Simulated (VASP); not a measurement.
Here is a VASP 6.6.1 calculation.

Contents of INCAR:

```
  PREC = Accurate
  ENCUT = 520
  EDIFF = 1E-6
  ISMEAR = 0
  SIGMA = 0.1
  LREAL = False
  LASPH = True
  NELM = 60
  ALGO = Normal
  ISIF = 2
  LWAVE = False
  LCHARG = False
  GGA = PS
  NBANDS = 23
```

KPOINTS

```
Automatic mesh
0
Gamma
  18 18 10
```

Contents of POSCAR:

```
NiSb
1.0
    4.0334161294      0.0000000000      0.0000000000
   -2.0167080647      3.4930408321      0.0000000000
    0.0000000000      0.0000000000      4.9466059870
Ni Sb
2 2
Direct
    0.0000000000      0.0000000000      0.0000000000
    0.0000000000      0.0000000000      0.5000000000
    0.3333333333      0.6666666667      0.2500000000
    0.6666666667      0.3333333333      0.7500000000
```

Potentials or basis: VASP PAW PBE potentials, release 64 (Ni, Sb).

Command:

```console
$ cat potpaw_PBE.64/Ni/POTCAR potpaw_PBE.64/Sb/POTCAR > POTCAR
$ mpirun -np 1 vasp_std > vasp.out
```

(1) Predict the pressure.

(2) Predict the band gap on the k mesh.

## Answers

(1) -3.9 GPa.

(2) zero (bands 15 and 16 overlap by 3.08 eV).

Caveat: the cell differs from its parent crystal (biaxial strain in the a-b plane: +3.0 %, then relaxed in part); the stress differs along the axes, from -6 to 0 GPa; the PAW data sets were made with another functional, which shifts forces and pressure a little; spin-orbit coupling is left out, which moves the levels of the heavy elements.
